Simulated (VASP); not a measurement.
Input of a VASP 6.6.1 run:

File INCAR:

```
SYSTEM = MgSe
ALGO = Normal ; EDIFF = 1E-6
ENCUT = 600 ; GGA = PE
GGA_COMPAT = .False. ; ISIF = 2
ISMEAR = 0 ; LASPH = .True.
LCHARG = .False. ; LREAL = .False.
LWAVE = .False. ; NBANDS = 11
NELM = 120 ; PREC = Accurate
SIGMA = 0.01
```

The input KPOINTS:

```
k-points
0
Gamma
  6 6 6
  0 0 0
```

File POSCAR:

```
MgSe
1.0
    0.0000000000      2.6979733963      2.6979733963
    2.6979733963      0.0000000000      2.6979733963
    2.6979733963      2.6979733963      0.0000000000
Mg Se
1 1
Direct
    0.0000000000      0.0000000000      0.0000000000
    0.5000000000      0.5000000000      0.5000000000
```

Potentials or basis: VASP PAW PBE potentials, release 64 (Mg, Se).

Launch:

```console
$ cat potpaw_PBE.64/Mg/POTCAR potpaw_PBE.64/Se/POTCAR > POTCAR
$ mpirun -np 1 vasp_std > vasp.out
```

Problem. What does it give for the pressure?

Solution. 4.2 GPa.

Problem. Estimate the band gap on the k mesh.

Solution. 1.85 eV, indirect (least direct gap 2.81 eV).

 A k mesh can miss the band edges.
